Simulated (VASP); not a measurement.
Wanted: the native input for a VASP 6.6.1 run.

* Task: single point
* Functional: RPBE
* Potentials or basis: VASP PAW PBE potentials, release 64 (Lu)
* Cutoff: 520 eV
* k mesh: 18 × 18 × 18
* Occupations: fermi-dirac, width 0.1 eV
* Spin: no spin polarisation
* Dipole correction: no
* Further INCAR settings: ALGO = Normal; EDIFF = 1e-06; NBANDS = 18

The structure of Lu lies in POSCAR:

```
Lu
1.0
   -1.9819633453      1.9819633453      1.9819633453
    1.9819633453     -1.9819633453      1.9819633453
    1.9819633453      1.9819633453     -1.9819633453
Lu
1
Direct
    0.0000000000      0.0000000000      0.0000000000
```

These files were run (other wordings do the same):

INCAR

```
SYSTEM = Lu
PREC = Accurate
ENCUT = 520
EDIFF = 1E-6
ISMEAR = -1
SIGMA = 0.1
LREAL = .FALSE.
LASPH = .TRUE.
NELM = 60
ALGO = Normal
ISIF = 2
LWAVE = .FALSE.
LCHARG = .FALSE.
GGA = RP
NBANDS = 18
```

KPOINTS

```
regular mesh
0
G
  18 18 18
  0 0 0
```

Potentials or basis: VASP PAW PBE potentials, release 64 (Lu).

Run with:

```sh
$ cat potpaw_PBE.64/Lu/POTCAR > POTCAR
$ mpirun -np 1 vasp_std > vasp.out
```

It gave:

| Item | Value |
| --- | --- |
| Pressure | 0.1 GPa |

Caveat: the PAW data sets were made with another functional, which shifts forces and pressure a little.

Run time: 84 s on 1 thread of Intel(R) Xeon(R) Platinum 8259CL CPU @ 2.50GHz (Skylake/Cascade Lake), with other jobs on the host, peak memory 0.25 GiB.
